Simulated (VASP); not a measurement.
Here is a VASP 6.6.1 calculation.

POSCAR

```
YN
1.0
    0.0000000000      2.4480481452      2.4480481452
    2.4480481452      0.0000000000      2.4480481452
    2.4480481452      2.4480481452      0.0000000000
Y N
1 1
Direct
    0.0000000000      0.0000000000      0.0000000000
    0.5000000000      0.5000000000      0.5000000000
```

INCAR.step1

```
ALGO = Normal ; EDIFF = 1E-8
ENCUT = 500 ; GGA = PE
ISMEAR = 0 ; LASPH = True
LCHARG = False ; LREAL = False
LWAVE = True ; NELM = 100
PREC = Accurate ; SIGMA = 0.01
```

INCAR.step2

```
ALGO = Exact ; EDIFF = 1E-8
ENCUT = 500 ; GGA = PE
ISMEAR = 0 ; ISTART = 1
LASPH = True ; LCHARG = False
LOPTICS = True ; LREAL = False
LWAVE = True ; NBANDS = 38
NELM = 1 ; PREC = Accurate
SIGMA = 0.01
```

INCAR.step3

```
ALGO = EVGW0 ; EDIFF = 1E-8
ENCUT = 500 ; ENCUTGW = 60
GGA = PE ; ISMEAR = 0
ISTART = 1 ; LASPH = True
LCHARG = False ; LREAL = False
LWAVE = False ; NBANDS = 38
NBANDSGW = 16 ; NELMGW = 1
NOMEGA = 48 ; PREC = Accurate
PRECFOCK = Fast ; SIGMA = 0.01
```

Contents of KPOINTS:

```
k-points
0
Gamma
  4 4 4
```

Potentials or basis: VASP PAW PBE potentials, release 64 (Y_sv_GW, N_GW).

Launch:

```bash
$ cat potpaw_PBE.64/Y_sv_GW/POTCAR potpaw_PBE.64/N_GW/POTCAR > POTCAR
$ cp INCAR.step1 INCAR
$ mpirun -np 1 vasp_std > vasp.out
$ cp INCAR.step2 INCAR
$ mpirun -np 1 vasp_std > vasp.out
$ cp INCAR.step3 INCAR
$ mpirun -np 1 vasp_std > vasp.out
```

Problem. What does it give for the quasiparticle gap?

Solution. 0.36 eV.

Problem. Predict the least direct quasiparticle gap.

Solution. 0.85 eV.

Problem. What does it give for the band gap on the k mesh, mean-field level?

Solution. 0.13 eV, indirect (least direct gap 0.53 eV).

Caveat: the k points lie up to 0.56 Å⁻¹ apart; bands, screening cutoff and mesh are small and nothing is extrapolated, so the quasiparticle values aren't converged. A k mesh can miss the band edges.
